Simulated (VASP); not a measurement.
Sn: single point with PBE+D3(BJ)

Sn:

```
Sn
1.0
    -1.68423    1.68443    2.34089
     1.68423   -1.68443    2.34089
     1.68423    1.68443   -2.34089
Sn
1
Direct
  0.00000 0.00000 0.00000
```

This cell differs from its parent crystal: strain -0.040 along x and y, +0.080 along z.

```
Program             : VASP 6.6.1
Task                : single point
Functional          : PBE
Dispersion          : D3(BJ)
Potentials or basis : VASP PAW PBE potentials, release 64 (Sn_d)
Cutoff              : 520 eV
k mesh              : 24 × 24 × 24
Occupations         : gaussian, width 0.15 eV
Spin                : no spin polarisation
```

```json
{"Pressure": "0.4 GPa", "Band gap on the k mesh": "zero (bands 7 and 8 overlap by 9.92 eV)", "Dispersion energy per atom": "-0.394 eV"}
```

Levels at points of the mesh, in eV from the Fermi level:
```
           k point  band 3  band 4  band 5  band 6  band 7  band 8  band 9  band 10  band 11  band 12
(0.00, 0.00, 0.00)  -21.59  -21.53  -21.51  -11.33    7.85    7.88    7.88    10.61    11.93    11.93
(0.50, 0.00, 0.00)  -21.59  -21.44  -21.43   -6.85   -4.79    5.75    6.05    10.00    10.33    10.59
(0.00, 0.50, 0.00)  -21.59  -21.44  -21.43   -6.85   -4.79    5.75    6.04    10.00    10.33    10.58
(0.50, 0.50, 0.00)  -21.44  -21.42  -21.41   -4.97   -3.81    2.08    2.20     5.53     5.84    20.23
(0.50, 0.50, 0.50)  -21.45  -21.41  -21.41   -4.70   -3.65    1.91    1.91     5.27     5.66    20.01
```

Run time: 5.2 min on 1 thread of Intel(R) Xeon(R) 6975P-C (Granite Rapids) (shared host), peak memory 0.7 GiB.

Caveat: the cell differs from its parent crystal (strain -0.040 along x and y, +0.080 along z); spin-orbit coupling is left out, which moves the levels of the heavy elements.
